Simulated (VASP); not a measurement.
# Zr (Fm-3m) in VASP: further runs, part 2 of 2

VASP 6.6.1. The steps go on from the part before.

### 4 Single point, RPBE (volume scaled by 1.04)

Contents of INCAR:

```
  ALGO = Normal
  EDIFF = 1E-7
  ENCUT = 520
  GGA = RP
  ISIF = 2
  ISMEAR = -1
  LASPH = True
  LCHARG = False
  LREAL = False
  LWAVE = False
  NBANDS = 12
  NELM = 100
  PREC = Accurate
  SIGMA = 0.1
```

Contents of KPOINTS:

```
k-points
0
Gamma
  13 13 13
```

Contents of POSCAR:

```
Zr
1.0
    0.0000000000      2.3136914914      2.3136914914
    2.3136914914      0.0000000000      2.3136914914
    2.3136914914      2.3136914914      0.0000000000
Zr
1
Direct
    0.0000000000      0.0000000000      0.0000000000
```

Potentials or basis: VASP PAW PBE potentials, release 64 (Zr_sv).

Run with:

```
$ cat potpaw_PBE.64/Zr_sv/POTCAR > POTCAR
$ mpirun -np 1 vasp_std > vasp.out
```

OUTCAR:

```text
EDIFF = 1E-7
   ENCUT = 520
   GGA = RP
   ISIF = 2
   ISMEAR = -1
   LASPH = True
   LREAL = False
   NELM = 100
   PREC = Accurate

 ion  position               nearest neighbor table
   1  0.000  0.000  0.000-

  LATTYP: Found a face centered cubic cell.
 ALAT       =     4.6273829828

  Lattice vectors:

 A1 = (   0.0000000000,   2.3136914914,   2.3136914914)
 A2 = (   2.3136914914,   0.0000000000,   2.3136914914)
 A3 = (   2.3136914914,   2.3136914914,   0.0000000000)

Analysis of symmetry for initial positions (statically):
=====================================================================
 Subroutine PRICEL returns:
 Original cell was already a primitive cell.

 Routine SETGRP: Setting up the symmetry group for a
 face centered cubic supercell.

 Subroutine GETGRP returns: Found 48 space group operations
 (whereof 48 operations were pure point group operations)
 out of a pool of 48 trial point group operations.

The static configuration has the point symmetry O_h .

Analysis of symmetry for dynamics (positions and initial velocities):
=====================================================================
 Subroutine PRICEL returns:
 Original cell was already a primitive cell.

 Routine SETGRP: Setting up the symmetry group for a
 face centered cubic supercell.

 Subroutine GETGRP returns: Found 48 space group operations
 (whereof 48 operations were pure point group operations)
 out of a pool of 48 trial point group operations.

The dynamic configuration has the point symmetry O_h .

 Subroutine INISYM returns: Found 48 space group operations
 (whereof 48 operations are pure point group operations),
 and found     1 'primitive' translations

----------------------------------------------------------------------------------------

                                     Primitive cell

  volume of cell :      24.7712

  direct lattice vectors                    reciprocal lattice vectors
     0.000000000  2.313691491  2.313691491    -0.216104870  0.216104870  0.216104870
     2.313691491  0.000000000  2.313691491     0.216104870 -0.216104870  0.216104870
     2.313691491  2.313691491  0.000000000     0.216104870  0.216104870 -0.216104870

  length of vectors
     3.272053886  3.272053886  3.272053886     0.374304615  0.374304615  0.374304615

  position of ions in fractional coordinates (direct lattice)
     0.000000000  0.000000000  0.000000000

  ion indices of the primitive-cell ions
   primitive index   ion index
                 1           1

----------------------------------------------------------------------------------------

 KPOINTS: k-points

Automatic generation of k-mesh.
 Grid dimensions read from file:
 generate k-points for:   13   13   13

 Generating k-lattice:

  Cartesian coordinates                     Fractional coordinates (reciprocal lattice)
    -0.016623452  0.016623452  0.016623452     0.076923077  0.000000000  0.000000000
     0.016623452 -0.016623452  0.016623452     0.000000000  0.076923077  0.000000000
     0.016623452  0.016623452 -0.016623452     0.000000000  0.000000000  0.076923077

  Length of vectors
     0.028792663  0.028792663  0.028792663

  Shift w.r.t. Gamma in fractional coordinates (k-lattice)
     0.000000000  0.000000000  0.000000000

 Subroutine IBZKPT returns following result:
 ===========================================

 Found     84 irreducible k-points:

 Following reciprocal coordinates:
            Coordinates               Weight
  0.000000  0.000000  0.000000      1.000000
  0.076923  0.000000  0.000000      8.000000
  0.153846  0.000000  0.000000      8.000000
  0.230769  0.000000  0.000000      8.000000
  0.307692  0.000000  0.000000      8.000000
  0.384615  0.000000  0.000000      8.000000
[... 16 lines left out ...]
  0.384615  0.153846  0.000000     24.000000
  0.461538  0.153846  0.000000     24.000000
 [... further k-points ...]
   k-points           NKPTS =     84   k-points in BZ     NKDIM =     84   number of bands    NBANDS=     12
   number of dos      NEDOS =    301   number of ions     NIONS =      1
   total plane-waves  NPLWV =  13824
   dimension x,y,z NGX =    24 NGY =   24 NGZ =   24
   dimension x,y,z NGXF=    48 NGYF=   48 NGZF=   48
   ions per type =               1
   NGX,Y,Z   is equivalent  to a cutoff of  12.19, 12.19, 12.19 a.u.
   NGXF,Y,Z  is equivalent  to a cutoff of  24.39, 24.39, 24.39 a.u.
 SYSTEM =  unknown system
   PREC   = accura    normal or accurate (medium, high low for compatibility)
   ISTART =      0    job   : 0-new  1-cont  2-samecut
   ICHARG =      2    charge: 1-file 2-atom 10-const
   ISPIN  =      1    spin polarized calculation?
   LNONCOLLINEAR =      F non collinear calculations
   LSORBIT =      F    spin-orbit coupling
   LASPH  =      T    aspherical Exc in radial PAW
   ENCUT  =  520.0 eV  38.22 Ry    6.18 a.u.   6.08  6.08  6.08*2*pi/ulx,y,z
   NELM   =    100;   NELMIN=  2; NELMDL= -5     # of ELM steps
   EDIFF  = 0.1E-06   stopping-criterion for ELM
   LREAL  =      F    real-space projection
   EDIFFG = 0.1E-05   stopping-criterion for IOM
   NSW    =      0    number of steps for IOM
   IBRION =     -1    ionic relax: 0-MD 1-quasi-New 2-CG
   NFREE  =      0    steps in history (QN), initial steepest desc. (CG)
   ISIF   =      2    stress and relaxation
   ISYM   =      2    0-nonsym 1-usesym 2-fastsym
   POTIM  = 0.5000    time-step for ionic-motion
   TEBEG  =    0.0;   TEEND  =   0.0 temperature during run
   PSTRESS=    0.0 pullay stress
   NELECT =      12.0000    total number of electrons
   NUPDOWN=      -1.0000    fix difference up-down
   EMIN   =  10.00;   EMAX   =-10.00  energy-range for DOS
   EFERMI =   0.00;   METHOD = LEGACY
   ISMEAR =    -1;   SIGMA  =   0.10  broadening in eV -4-tet -1-fermi 0-gaus
   EFERMI_NEDOS =   21; number of points for ismear=-14 and -15
   IALGO  =     38    algorithm
   IMIX   =      4    mixing-type and parameters
     AMIX     =   0.40;   BMIX     =  1.00
     AMIX_MAG =   1.60;   BMIX_MAG =  1.00
  volume/ion in A,a.u.               =      24.77       167.16
  Fermi-wavevector in a.u.,A,eV,Ry     =   1.285740  2.429696 22.492161  1.653127
  Thomas-Fermi vector in A             =   2.417856
   LORBIT       =      0    0 simple, 1 ext, 2 COOP (PROOUT), +10 PAW based schemes
   GGA     = RP    functional components
   LHFCALC =     F    Hartree Fock is set to
   AEXX    =    0.0000 exact exchange contribution
   IVDW    =     0    specifies the selected vdW correction
   LEPSILON=     F    determine dielectric tensor
   LRPA    =     F    only Hartree local field effects (RPA)
 non-spin polarized calculation
  energy-cutoff  :      520.00
  volume of cell :       24.77
 maximum number of plane-waves:       684
   NGX = 13   NGY = 13   NGZ = 13

 number of electron      12.0000000 magnetization

 Free energy of the ion-electron system (eV)
  ---------------------------------------------------
  ext. energy  EPLUGINS =         0.00000000
  ---------------------------------------------------
  free energy    TOTEN  =        -8.07060444 eV

  energy without entropy =       -8.01583920  energy(sigma->0) =       -8.04322182

 E-fermi :   8.2930     XC(G=0): -10.7285

 val. band max:        8.2559505494   @ k =  -0.3077   0.3077   0.0000
 cond. band min:       8.2959008878   @ k =  -0.3846   0.3077   0.1538
 fundamental gap:      0.0399503384
 Fermi energy:         8.2929596441

 k-point     1 :       0.0000    0.0000    0.0000
  band No.  band energies     occupation
      1     -40.5696      2.00000
      2     -18.1638      2.00000
      3     -18.1638      2.00000
      4     -18.1638      2.00000
      5       2.8721      2.00000
      6       9.2641      0.00012
      7       9.2641      0.00012
      8       9.2641      0.00012
      9      11.4886      0.00000
     10      11.4886      0.00000
     11      18.6371      0.00000
     12      22.6041      0.00000
[... 331 lines left out ...]
 k-point    24 :       0.4615    0.1538    0.0000
  band No.  band energies     occupation
      1     -40.4597      2.00000
      2     -18.8436      2.00000
      3     -18.3525      2.00000
      4     -18.3064      2.00000
      5       5.9743      2.00000
      6       7.9583      1.93199
      7       8.8012      0.01234
      8       9.7783      0.00000
      9      13.1645      0.00000
     10      13.1662      0.00000
     11      17.3278      0.00000
     12      19.9949      0.00000

 [... further k-points ...]

------------------------ aborting loop because EDIFF is reached ----------------------------------------

  FORCE on cell =-STRESS in cart. coord.  units (eV):
  Direction    XX          YY          ZZ          XY          YZ          ZX
  --------------------------------------------------------------------------------------
  -------------------------------------------------------------------------------------
  Total       -0.4700785     -0.4700785     -0.4700785      0.0000000     -0.0000000      0.0000000
  in kB      -30.4042733    -30.4042733    -30.4042733      0.0000000     -0.0000000      0.0000000
  external PRESSURE =     -30.4042733 kB  Pullay stress =       0.0000000 kB

 VOLUME and BASIS-vectors are now :
 -----------------------------------------------------------------------------
  energy-cutoff  :      520.00
  volume of cell :       24.77
      direct lattice vectors                 reciprocal lattice vectors
     0.000000000  2.313691491  2.313691491    -0.216104870  0.216104870  0.216104870
     2.313691491  0.000000000  2.313691491     0.216104870 -0.216104870  0.216104870
     2.313691491  2.313691491  0.000000000     0.216104870  0.216104870 -0.216104870

 POSITION                                       TOTAL-FORCE (eV/Angst)
 -----------------------------------------------------------------------------------
      0.00000      0.00000      0.00000         0.000000      0.000000      0.000000
 -----------------------------------------------------------------------------------
    total drift:                                0.000000     -0.000000     -0.000000

  FREE ENERGIE OF THE ION-ELECTRON SYSTEM (eV)
  ---------------------------------------------------
  free  energy   TOTEN  =        -8.0706044425 eV

  energy  without entropy=       -8.0158392009  energy(sigma->0) =       -8.04322182
```

OSZICAR:

```text
N       E                     dE             d eps       ncg     rms          rms(c)
DAV:   1     0.872428808677E+02    0.87243E+02   -0.67794E+03  2016   0.986E+02
DAV:   2    -0.515237890032E+01   -0.92395E+02   -0.89736E+02  2352   0.267E+02
DAV:   3    -0.834553080001E+01   -0.31932E+01   -0.31451E+01  3000   0.421E+01
DAV:   4    -0.841958755593E+01   -0.74057E-01   -0.73988E-01  2352   0.592E+00
DAV:   5    -0.842164225248E+01   -0.20547E-02   -0.20546E-02  2932   0.721E-01    0.871E+00
DAV:   6    -0.812145161693E+01    0.30019E+00   -0.40437E-01  2192   0.590E+00    0.329E+00
DAV:   7    -0.806659793137E+01    0.54854E-01   -0.22068E-01  2380   0.416E+00    0.760E-01
DAV:   8    -0.807063979623E+01   -0.40419E-02   -0.13760E-02  2408   0.133E+00    0.117E-01
DAV:   9    -0.807061487626E+01    0.24920E-04   -0.63438E-04  2636   0.228E-01    0.251E-02
DAV:  10    -0.807060823515E+01    0.66411E-05   -0.25474E-05  2468   0.503E-02    0.724E-03
DAV:  11    -0.807060462586E+01    0.36093E-05   -0.22103E-06  3000   0.106E-02    0.205E-03
DAV:  12    -0.807060445382E+01    0.17204E-06   -0.35286E-08  1620   0.221E-03    0.423E-04
DAV:  13    -0.807060444250E+01    0.11320E-07   -0.49698E-09  1252   0.842E-04
   1 F= -.80706044E+01 E0= -.80432218E+01  d E =-.547652E-01
```

It took 14 s on 1 thread of Intel Xeon 6975P-C (Granite Rapids), shared host; peak memory 0.15 GiB.

What came out:

* Free energy: -8.0706 eV
* Pressure: -3.0 GPa
* Band gap on the k mesh: zero (band 6 reaches 9.26 eV, above the bottom of band 7 at 7.77 eV)

Caveat: the cell differs from its parent crystal (volume scaled by 1.04); the PAW data sets were made with another functional, which shifts forces and pressure a little.

### 5 Single point, RPBE (volume scaled by 1.08)

INCAR is that of step 4.

KPOINTS is that of step 4.

Contents of POSCAR:

```
Zr
1.0
    0.0000000000      2.3429818348      2.3429818348
    2.3429818348      0.0000000000      2.3429818348
    2.3429818348      2.3429818348      0.0000000000
Zr
1
Direct
    0.0000000000      0.0000000000      0.0000000000
```

Run with:

```
$ cat potpaw_PBE.64/Zr_sv/POTCAR > POTCAR
$ mpirun -np 1 vasp_std > vasp.out
```

Wall time 29 s (1 thread of Intel Xeon 6975P-C (Granite Rapids), shared host); peak memory 0.16 GiB.

It converged, with:

```
Free energy            : -8.0449 eV
Pressure               : -5.7 GPa
Band gap on the k mesh : zero (band 6 reaches 8.85 eV, above the bottom of band 7 at 7.40 eV)
```

Levels at points of the mesh, in eV from the Fermi level:
```
           k point  band 2  band 3  band 4  band 5  band 6  band 7  band 8  band 9  band 10  band 11
(0.00, 0.00, 0.00)  -26.58  -26.58  -26.58   -5.34    0.95    0.95    0.95    3.07     3.07    10.26
```

Caveat: the cell differs from its parent crystal (volume scaled by 1.08); the PAW data sets were made with another functional, which shifts forces and pressure a little.

### 6 Single point, RPBE (volume scaled by 1.12)

Contents of INCAR:

```
SYSTEM = Zr
ALGO = Normal
EDIFF = 1E-6
ENCUT = 520
GGA = RP
ISIF = 2
ISMEAR = -1
LASPH = .True.
LCHARG = .False.
LREAL = .False.
LWAVE = .False.
NBANDS = 12
NELM = 80
PREC = Accurate
SIGMA = 0.1
```

Contents of KPOINTS:

```
k-points
0
Gamma
  13 13 13
  0 0 0
```

Contents of POSCAR:

```
Zr
1.0
    0.0000000000      2.3715576003      2.3715576003
    2.3715576003      0.0000000000      2.3715576003
    2.3715576003      2.3715576003      0.0000000000
Zr
1
Direct
    0.0000000000      0.0000000000      0.0000000000
```

Potentials or basis: VASP PAW PBE potentials, release 64 (Zr_sv).

Run with:

```
$ cat potpaw_PBE.64/Zr_sv/POTCAR > POTCAR
$ mpirun -np 1 vasp_std > vasp.out
```

Wall time 27 s (1 thread of Intel Xeon 6975P-C (Granite Rapids), shared host); peak memory 0.17 GiB.

It converged, with:

```yaml
Free_energy: -8.0046 eV
Pressure: -7.9 GPa
Band_gap_on_the_k_mesh: zero (band 6 reaches 8.47 eV, above the bottom of band 7 at 7.05 eV)
```

Levels at points of the mesh, in eV from the Fermi level:
```tsv
k point	band 4	band 5	band 6	band 7	band 8	band 9
(0.00, 0.00, 0.00)	-26.70	-5.26	0.94	0.94	0.94	2.95
```

Caveat: the cell differs from its parent crystal (volume scaled by 1.12); the PAW data sets were made with another functional, which shifts forces and pressure a little.

### 7 Single point, RPBE

This run uses another cell than the first one, of 23.82 Å³/atom, 1.042 times its volume.

Contents of INCAR:

```
PREC = Accurate ; ENCUT = 520
EDIFF = 1E-6 ; ISMEAR = -1
SIGMA = 0.1 ; LREAL = F
LASPH = T ; NELM = 80
ALGO = Normal ; ISIF = 2
LWAVE = F ; LCHARG = F
GGA = RP ; NBANDS = 12
```

Contents of KPOINTS:

```
Automatic mesh
0
Gamma
  19 19 19
```

Contents of POSCAR:

```
Zr
1.0
    0.0000000000      2.2836401485      2.2836401485
    2.2836401485      0.0000000000      2.2836401485
    2.2836401485      2.2836401485      0.0000000000
Zr
1
Direct
    0.0000000000      0.0000000000      0.0000000000
```

Run with:

```
$ cat potpaw_PBE.64/Zr_sv/POTCAR > POTCAR
$ mpirun -np 1 vasp_std > vasp.out
```

Wall time 29 s (1 thread of Intel Xeon 6975P-C (Granite Rapids), shared host); peak memory 0.18 GiB.

The run converged. Its results:

| Item | Value |
| --- | --- |
| Free energy | -8.0797 eV |
| Pressure | 0.1 GPa |
| Band gap on the k mesh | zero (band 6 reaches 9.70 eV, above the bottom of band 7 at 8.20 eV) |

Levels at points of the mesh, in eV from the Fermi level:
| k point | band 2 | band 3 | band 4 | band 5 | band 6 | band 7 | band 8 | band 9 | band 10 | band 11 |
| --- | --- | --- | --- | --- | --- | --- | --- | --- | --- | --- |
| (0.00, 0.00, 0.00) | -26.33 | -26.33 | -26.33 | -5.50 | 0.99 | 0.99 | 0.99 | 3.33 | 3.33 | 10.43 |

Caveat: the PAW data sets were made with another functional, which shifts forces and pressure a little.

### 8 Overview

```csv
cell,k mesh,gap on the mesh (eV),pressure (GPa)
"a = 3.186 Å, angles 60.0°, 1 atom",13 × 13 × 13,none,3.8
"a = 3.230 Å, angles 60.0°, 1 atom",13 × 13 × 13,none,0.1
"a = 3.272 Å, angles 60.0°, 1 atom",13 × 13 × 13,none,-3.0
"a = 3.313 Å, angles 60.0°, 1 atom",13 × 13 × 13,none,-5.7
"a = 3.354 Å, angles 60.0°, 1 atom",13 × 13 × 13,none,-7.9
"a = 3.230 Å, angles 60.0°, 1 atom",19 × 19 × 19,none,0.1
```

Alike in all rows: task single point; level RPBE; potentials or basis VASP PAW PBE potentials, release 64 (Zr_sv); no spin polarisation; cutoff (eV) 520; smearing fermi-dirac 0.1 eV.

Caveats: the PAW data sets were made with another functional, which shifts forces and pressure a little.

Total energies depend on the potentials used, so only differences within one code and one set of settings carry meaning.
